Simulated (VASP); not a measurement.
A run of VASP 6.6.1 is set up as follows.

The input INCAR:

```
  ALGO = Normal
  EDIFF = 1E-7
  ENCUT = 520
  GGA = PE
  ISIF = 2
  ISMEAR = 0
  LASPH = True
  LCHARG = False
  LREAL = False
  LWAVE = False
  NBANDS = 42
  NELM = 60
  PREC = Accurate
  SIGMA = 0.1
```

File KPOINTS:

```
k-points
0
Gamma
  4 4 2
```

File POSCAR:

```
CsLu
1.0
    3.8110206000      0.0000000000      0.0000000000
    0.0000000000      3.8110206000      0.0000000000
    0.0000000000      0.0000000000     11.1441534800
Cs Lu
2 2
Direct
    0.0000000000      0.5000000000      0.8735441600
    0.5000000000      0.0000000000      0.1264558400
    0.0000000000      0.5000000000      0.3811658300
    0.5000000000      0.0000000000      0.6188341700
```

Potentials or basis: VASP PAW PBE potentials, release 64 (Cs_sv, Lu).

Run with:

```console
$ cat potpaw_PBE.64/Cs_sv/POTCAR potpaw_PBE.64/Lu/POTCAR > POTCAR
$ mpirun -np 1 vasp_std > vasp.out
```

Estimate the largest force.

1.499 eV/Å.

Predict the pressure.

1.0 GPa.

Stress tensor (GPa, compression positive):
```
0.76 0.00 0.00
0.00 0.76 0.00
0.00 0.00 1.56
```

Caveat: the k points lie up to 0.41 Å⁻¹ apart; forces of over 1 eV/Å act on the atoms, so gaps and moduli don't describe the material at rest.
